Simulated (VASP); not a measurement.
# Co (P6_3/mmc) in VASP: further runs

Runs on Co. Level: PBEsol. Tasks: single point.

All numbers are computed with VASP 6.6.1; they aren't measurements. Logs are shortened: lines on timing, memory, paths and dates and some standing lists are left out, and cuts for length are marked.

## (1) The cell of the first run

Symmetry: P6_3/mmc, No. 194, hexagonal system. The conventional cell has a = 2.537 Å, b = 2.537 Å, c = 3.835 Å, α = 90.00°, β = 90.00°, γ = 120.00°. Co (site symmetry -6m2) has 12 Co at 2.41 to 2.54 Å within 3.2 Å.

## (2) Single point, PBEsol, collinear spin, ferromagnetic start

The input, INCAR:

```
ALGO = Normal ; EDIFF = 1E-6
ENCUT = 520 ; GGA = PS
ISIF = 2 ; ISMEAR = 0
ISPIN = 2 ; LASPH = T
LCHARG = T ; LELF = T
LMAXMIX = 4 ; LORBIT = 11
LREAL = F ; LVHAR = T
LWAVE = F ; MAGMOM = 1.79 1.79
NBANDS = 20 ; NELM = 150
PREC = Accurate ; SIGMA = 0.15
```

The input, KPOINTS:

```
k-points
0
Gamma
  21 21 12
```

The input, POSCAR:

```
Co
1.0
    2.5374000000      0.0000000000      0.0000000000
   -1.2687000000      2.1974528596      0.0000000000
    0.0000000000      0.0000000000      3.8351000000
Co
2
Direct
    0.3333333333      0.6666666667      0.2500000000
    0.6666666667      0.3333333333      0.7500000000
```

Potentials or basis: VASP PAW PBE potentials, release 64 (Co).

Command:

```
> cat potpaw_PBE.64/Co/POTCAR > POTCAR
> mpirun -np 1 vasp_std > vasp.out
```

OUTCAR:

```text
EDIFF = 1E-6
   ENCUT = 520
   GGA = PS
   ISIF = 2
   ISMEAR = 0
   ISPIN = 2
   LASPH = T
   LORBIT = 11
   LREAL = F
   NELM = 150
   PREC = Accurate

 ion  position               nearest neighbor table
   1  0.333  0.667  0.250-   2 2.41   2 2.41   2 2.41   2 2.41   2 2.41   2 2.41
   2  0.667  0.333  0.750-   1 2.41   1 2.41   1 2.41   1 2.41   1 2.41   1 2.41

  LATTYP: Found a hexagonal cell.
 ALAT       =     2.5374000000
 C/A-ratio  =     1.5114290218

  Lattice vectors:

 A1 = (   2.5374000000,   0.0000000000,   0.0000000000)
 A2 = (  -1.2687000000,   2.1974528596,   0.0000000000)
 A3 = (   0.0000000000,   0.0000000000,   3.8351000000)

Analysis of symmetry for initial positions (statically):
=====================================================================
 Subroutine PRICEL returns:
 Original cell was already a primitive cell.

 Routine SETGRP: Setting up the symmetry group for a
 hexagonal supercell.

 Subroutine GETGRP returns: Found 24 space group operations
 (whereof 12 operations were pure point group operations)
 out of a pool of 24 trial point group operations.

The static configuration has the point symmetry D_3d.
 The point group associated with its full space group is D_6h.

Analysis of symmetry for dynamics (positions and initial velocities):
=====================================================================
 Subroutine PRICEL returns:
 Original cell was already a primitive cell.

 Routine SETGRP: Setting up the symmetry group for a
 hexagonal supercell.

 Subroutine GETGRP returns: Found 24 space group operations
 (whereof 12 operations were pure point group operations)
 out of a pool of 24 trial point group operations.

The dynamic configuration has the point symmetry D_3d.
 The point group associated with its full space group is D_6h.

Analysis of structural, dynamic, and magnetic symmetry:
=====================================================================
 Subroutine PRICEL returns:
 Original cell was already a primitive cell.

 Routine SETGRP: Setting up the symmetry group for a
 hexagonal supercell.

 Subroutine GETGRP returns: Found 24 space group operations
 (whereof 12 operations were pure point group operations)
 out of a pool of 24 trial point group operations.

The overall configuration has the point symmetry D_3d.
 The point group associated with its full space group is D_6h.

 Subroutine INISYM returns: Found 24 space group operations
 (whereof 12 operations are pure point group operations),
 and found     1 'primitive' translations

----------------------------------------------------------------------------------------

                                     Primitive cell

  volume of cell :      21.3838

  direct lattice vectors                    reciprocal lattice vectors
     2.537400000  0.000000000  0.000000000     0.394104201  0.227536167  0.000000000
    -1.268700000  2.197452860  0.000000000     0.000000000  0.455072333  0.000000000
     0.000000000  0.000000000  3.835100000     0.000000000  0.000000000  0.260749394

  length of vectors
     2.537400000  2.537400000  3.835100000     0.455072333  0.455072333  0.260749394

  position of ions in fractional coordinates (direct lattice)
     0.333333333  0.666666667  0.250000000
     0.666666667  0.333333333  0.750000000

  ion indices of the primitive-cell ions
   primitive index   ion index
                 1           1
                 2           2

----------------------------------------------------------------------------------------

 KPOINTS: k-points

Automatic generation of k-mesh.
 Grid dimensions read from file:
 generate k-points for:   21   21   12

 Generating k-lattice:

  Cartesian coordinates                     Fractional coordinates (reciprocal lattice)
     0.018766867  0.010835056  0.000000000     0.047619048  0.000000000  0.000000000
     0.000000000  0.021670111  0.000000000     0.000000000  0.047619048  0.000000000
     0.000000000  0.000000000  0.021729116     0.000000000  0.000000000  0.083333333

  Length of vectors
     0.021670111  0.021670111  0.021729116

  Shift w.r.t. Gamma in fractional coordinates (k-lattice)
     0.000000000  0.000000000  0.000000000

 Subroutine IBZKPT returns following result:
 ===========================================

 Found    336 irreducible k-points:

 Following reciprocal coordinates:
            Coordinates               Weight
  0.000000  0.000000  0.000000      1.000000
  0.047619  0.000000  0.000000      6.000000
  0.095238  0.000000  0.000000      6.000000
  0.142857  0.000000  0.000000      6.000000
  0.190476  0.000000  0.000000      6.000000
  0.238095  0.000000  0.000000      6.000000
[... 16 lines left out ...]
  0.142857  0.095238  0.000000     12.000000
  0.190476  0.095238  0.000000     12.000000
 [... further k-points ...]
   k-points           NKPTS =    336   k-points in BZ     NKDIM =    336   number of bands    NBANDS=     20
   number of dos      NEDOS =    301   number of ions     NIONS =      2
   total plane-waves  NPLWV =  12000
   dimension x,y,z NGX =    20 NGY =   20 NGZ =   30
   dimension x,y,z NGXF=    40 NGYF=   40 NGZF=   60
   ions per type =               2
   NGX,Y,Z   is equivalent  to a cutoff of  13.10, 13.10, 13.00 a.u.
   NGXF,Y,Z  is equivalent  to a cutoff of  26.21, 26.21, 26.01 a.u.
 SYSTEM =  unknown system
   PREC   = accura    normal or accurate (medium, high low for compatibility)
   ISTART =      0    job   : 0-new  1-cont  2-samecut
   ICHARG =      2    charge: 1-file 2-atom 10-const
   ISPIN  =      2    spin polarized calculation?
   LNONCOLLINEAR =      F non collinear calculations
   LSORBIT =      F    spin-orbit coupling
   LASPH  =      T    aspherical Exc in radial PAW
   ENCUT  =  520.0 eV  38.22 Ry    6.18 a.u.   4.72  4.72  7.13*2*pi/ulx,y,z
   NELM   =    150;   NELMIN=  2; NELMDL= -5     # of ELM steps
   EDIFF  = 0.1E-05   stopping-criterion for ELM
   LREAL  =      F    real-space projection
   EDIFFG = 0.1E-04   stopping-criterion for IOM
   NSW    =      0    number of steps for IOM
   IBRION =     -1    ionic relax: 0-MD 1-quasi-New 2-CG
   NFREE  =      0    steps in history (QN), initial steepest desc. (CG)
   ISIF   =      2    stress and relaxation
   ISYM   =      2    0-nonsym 1-usesym 2-fastsym
   POTIM  = 0.5000    time-step for ionic-motion
   TEBEG  =    0.0;   TEEND  =   0.0 temperature during run
   PSTRESS=    0.0 pullay stress
   NELECT =      18.0000    total number of electrons
   NUPDOWN=      -1.0000    fix difference up-down
   EMIN   =  10.00;   EMAX   =-10.00  energy-range for DOS
   EFERMI =   0.00;   METHOD = LEGACY
   ISMEAR =     0;   SIGMA  =   0.15  broadening in eV -4-tet -1-fermi 0-gaus
   EFERMI_NEDOS =   21; number of points for ismear=-14 and -15
   IALGO  =     38    algorithm
   IMIX   =      4    mixing-type and parameters
     AMIX     =   0.40;   BMIX     =  1.00
     AMIX_MAG =   1.60;   BMIX_MAG =  1.00
  volume/ion in A,a.u.               =      10.69        72.15
  Fermi-wavevector in a.u.,A,eV,Ry     =   1.545743  2.921031 32.508688  2.389321
  Thomas-Fermi vector in A             =   2.651078
   LORBIT       =     11    0 simple, 1 ext, 2 COOP (PROOUT), +10 PAW based schemes
   GGA     = PS    functional components
   LHFCALC =     F    Hartree Fock is set to
   AEXX    =    0.0000 exact exchange contribution
   IVDW    =     0    specifies the selected vdW correction
   LEPSILON=     F    determine dielectric tensor
   LRPA    =     F    only Hartree local field effects (RPA)
 spin polarized calculation
 Gauss-broadening in eV      SIGMA  =   0.15
  energy-cutoff  :      520.00
  volume of cell :       21.38
 maximum number of plane-waves:       592
 NGX is ok and might be reduce to    20
   NGX =  9   NGY =  9   NGZ = 15

 number of electron      18.0000003 magnetization       3.1519063

 Free energy of the ion-electron system (eV)
  ---------------------------------------------------
  ext. energy  EPLUGINS =         0.00000000
  ---------------------------------------------------
  free energy    TOTEN  =       -15.40731643 eV

  energy without entropy =      -15.38777092  energy(sigma->0) =      -15.39754367

 E-fermi :  10.2516     XC(G=0): -13.6606

 val. band max:       10.2506120605   @ k =   0.1905   0.0000   0.0000
 cond. band min:      10.2541460638   @ k =   0.2857   0.2381   0.4167
 fundamental gap:      0.0035340033
 Fermi energy:        10.2516014979

 spin component 1

 k-point     1 :       0.0000    0.0000    0.0000
  band No.  band energies     occupation
      1       1.2277      1.00000
      2       5.1094      1.00000
      3       7.6547      1.00000
      4       7.6547      1.00000
      5       8.0085      1.00000
      6       8.0595      1.00000
[... 12 lines left out ...]
     19      35.0458      0.00000
     20      37.4633      0.00000

 k-point     2 :       0.0476    0.0000    0.0000
  band No.  band energies     occupation
      1       1.3046      1.00000
      2       5.1515      1.00000
      3       7.5798      1.00000
      4       7.6906      1.00000
      5       8.0433      1.00000
      6       8.0718      1.00000
[... 12 lines left out ...]
     19      36.6379      0.00000
     20      37.3487      0.00000
[... 465 lines left out ...]
      3       6.9454      1.00000
      4       7.2179      1.00000
      5       7.7371      1.00000
      6       7.8891      1.00000
[... 12 lines left out ...]
     19      34.8811      0.00000
     20      37.5139      0.00000

 k-point    24 :       0.1905    0.0952    0.0000
  band No.  band energies     occupation
      1       3.2132      1.00000
      2       5.8732      1.00000
      3       6.7958      1.00000
      4       6.8570      1.00000
      5       7.6225      1.00000
      6       7.8881      1.00000
[... 12 lines left out ...]
     19      34.8747      0.00000
     20      36.1649      0.00000

 [... further k-points ...]

 spin component 2

 k-point     1 :       0.0000    0.0000    0.0000
  band No.  band energies     occupation
      1       1.2841      1.00000
      2       6.1108      1.00000
      3       9.2487      1.00000
      4       9.2487      1.00000
      5       9.6693      1.00000
      6       9.7196      1.00000
[... 12 lines left out ...]
     19      35.4060      0.00000
     20      37.2924      0.00000

 k-point     2 :       0.0476    0.0000    0.0000
  band No.  band energies     occupation
      1       1.3614      1.00000
      2       6.1586      1.00000
      3       9.1602      1.00000
      4       9.2883      1.00000
      5       9.6982      1.00000
      6       9.7402      1.00000
[... 12 lines left out ...]
     19      36.9041      0.00000
     20      37.1999      0.00000
[... 465 lines left out ...]
      3       8.3807      1.00000
      4       8.4212      1.00000
      5       9.2989      1.00000
      6       9.4693      1.00000
[... 12 lines left out ...]
     19      35.0572      0.00000
     20      38.0113      0.00000

 k-point    24 :       0.1905    0.0952    0.0000
  band No.  band energies     occupation
      1       3.3063      1.00000
      2       7.0291      1.00000
      3       8.0420      1.00000
      4       8.1669      1.00000
      5       9.1652      1.00000
      6       9.4454      1.00000
[... 12 lines left out ...]
     19      35.1255      0.00000
     20      36.6240      0.00000

 [... further k-points ...]

------------------------ aborting loop because EDIFF is reached ----------------------------------------

  FORCE on cell =-STRESS in cart. coord.  units (eV):
  Direction    XX          YY          ZZ          XY          YZ          ZX
  --------------------------------------------------------------------------------------
  -------------------------------------------------------------------------------------
  Total       -1.7247044     -1.7247044      0.7863963      0.0000000     -0.0000000      0.0000000
  in kB     -129.2230674   -129.2230674     58.9205547      0.0000000     -0.0000000      0.0000000
  external PRESSURE =     -66.5085267 kB  Pullay stress =       0.0000000 kB

 VOLUME and BASIS-vectors are now :
 -----------------------------------------------------------------------------
  energy-cutoff  :      520.00
  volume of cell :       21.38
      direct lattice vectors                 reciprocal lattice vectors
     2.537400000  0.000000000  0.000000000     0.394104201  0.227536167  0.000000000
    -1.268700000  2.197452860  0.000000000     0.000000000  0.455072333  0.000000000
     0.000000000  0.000000000  3.835100000     0.000000000  0.000000000  0.260749394

 POSITION                                       TOTAL-FORCE (eV/Angst)
 -----------------------------------------------------------------------------------
     -0.00000      1.46497      0.95878        -0.000000      0.000000      0.000000
      1.26870      0.73248      2.87633         0.000000     -0.000000      0.000000
 -----------------------------------------------------------------------------------
    total drift:                               -0.000000      0.000000     -0.000000

  FREE ENERGIE OF THE ION-ELECTRON SYSTEM (eV)
  ---------------------------------------------------
  free  energy   TOTEN  =       -15.4073164283 eV

  energy  without entropy=      -15.3877709157  energy(sigma->0) =      -15.39754367

 total charge

# of ion       s       p       d       tot
------------------------------------------
    1        0.496   0.537   7.275   8.309
    2        0.496   0.537   7.275   8.309
--------------------------------------------------
tot          0.993   1.075  14.551  16.618

 magnetization (x)

# of ion       s       p       d       tot
------------------------------------------
    1       -0.015  -0.052   1.655   1.588
    2       -0.015  -0.052   1.655   1.588
--------------------------------------------------
tot         -0.031  -0.103   3.311   3.177
```

Wall time 5.4 min (1 thread of Oxide Virtual Turin-like, shared host); peak memory 0.27 GiB.

What came out:

| Property | Result |
| --- | --- |
| Free energy | -15.4073 eV |
| Pressure | -6.7 GPa |
| Net moment | 3.15 μB per cell |
| Site moments | Co +1.59 μB |
| Valence electrons inside the program's atomic spheres | Co 8.31 |

Levels at points of the mesh, in eV from the Fermi level:
Spin up:
```tsv
k point	band 9	band 10	band 11	band 12	band 13	band 14
(0.00, 0.00, 0.00)	-2.09	-0.68	-0.68	0.70	7.52	21.19
(0.00, 0.00, 0.50)	-1.00	-1.00	-1.00	-1.00	16.97	16.97
```
Spin down:
| k point | band 5 | band 6 | band 7 | band 8 | band 9 | band 10 |
| --- | --- | --- | --- | --- | --- | --- |
| (0.00, 0.00, 0.00) | -0.58 | -0.53 | -0.53 | -0.45 | -0.45 | 0.71 |
| (0.00, 0.00, 0.50) | -1.18 | -1.18 | -1.18 | -1.18 | 0.77 | 0.77 |

Caveat: the stress differs along the axes, from -13 to 6 GPa; the PAW data sets were made with another functional, which shifts forces and pressure a little.

(Part 1 of 2 ends here.)
